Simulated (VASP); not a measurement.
Set up this calculation in VASP 6.6.1, as the native input.

```
Task                   : single point
Functional             : PBE
Potentials or basis    : VASP PAW PBE potentials, release 64 (Mg, B)
Cutoff                 : 520 eV
k mesh                 : 18 × 18 × 12
Occupations            : gaussian, width 0.1 eV
Spin                   : no spin polarisation
Dipole correction      : no
Further INCAR settings : ALGO = Normal; EDIFF = 1e-06; NBANDS = 11
```

The structure of MgB2 lies in POSCAR:

```
MgB2
1.0
    3.1229838094      0.0000000000      0.0000000000
   -1.5614919047      2.7045833146      0.0000000000
    0.0000000000      0.0000000000      3.6220004655
Mg B
1 2
Direct
    0.0000000000      0.0000000000      0.0000000000
    0.3333333333      0.6666666667      0.5000000000
    0.6666666667      0.3333333333      0.5000000000
```

This cell differs from its parent crystal: volume scaled by 1.06, then relaxed in part.

The input as run:

INCAR

```
  ALGO = Normal
  EDIFF = 1E-6
  ENCUT = 520
  GGA = PE
  ISIF = 2
  ISMEAR = 0
  LASPH = T
  LCHARG = F
  LREAL = F
  LWAVE = F
  NBANDS = 11
  NELM = 60
  PREC = Accurate
  SIGMA = 0.1
```

KPOINTS

```
k-points
0
Gamma
  18 18 12
```

Potentials or basis: VASP PAW PBE potentials, release 64 (Mg, B).

Launch:

```bash
$ cat potpaw_PBE.64/Mg/POTCAR potpaw_PBE.64/B/POTCAR > POTCAR
$ mpirun -np 1 vasp_std > vasp.out
```

It gave:

```
Pressure               : -7.8 GPa
Band gap on the k mesh : zero (band 4 reaches 6.59 eV, above the bottom of band 5 at 3.02 eV)
```

It took 20 s on 1 thread of Intel(R) Xeon(R) 6975P-C (Granite Rapids), on a shared host, peak memory 0.21 GiB.
